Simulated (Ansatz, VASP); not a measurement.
**One calculation of Al, two programs**

```
Al
1.0
    -2.82220    0.00000    0.00000
    -1.41110   -2.44410    0.00000
     0.00000    0.00000   19.52412
Al
8
Direct
  0.00000 0.00000 0.77088
  0.00000 0.00000 0.29649
  0.33333 0.33333 0.88948
  0.33333 0.33333 0.41509
  0.00000 0.00000 0.05930
  0.00000 0.00000 0.53369
  0.66667 0.66667 0.17790
  0.66667 0.66667 0.65229
```

Alike in both runs: task single point; functional r2SCAN; k mesh 19 × 19 × 3; occupations gaussian, width 0.15 eV; no spin polarisation.

```csv
,VASP,Ansatz
version,VASP 6.6.1,Ansatz 0.2.0
potentials or method,"VASP PAW PBE potentials, release 64 (Al), cutoff 520 eV","scalar-relativistic, plane waves, PAW"
valence electrons in the cell,24,24
```

```tsv
	VASP	Ansatz	Ansatz less VASP
gap on the k mesh at the Fermi level (eV)	none	none	-
pressure (GPa)	-1.5	-1.2	+0.28
traceless stress, the component that is largest in VASP (GPa)	0.09	0.08	-0.017
rms of the force components (eV/Å)	0.125	0.128	+0.0024
```

VASP's potentials were made for PBE, not for r2SCAN. Atom by atom the forces differ by 0.002 eV/Å (rms over components). A gap of «none» marks a metal or a gap that the smearing closes. With one functional, cell and mesh, what is left measures potentials, basis and numerics.
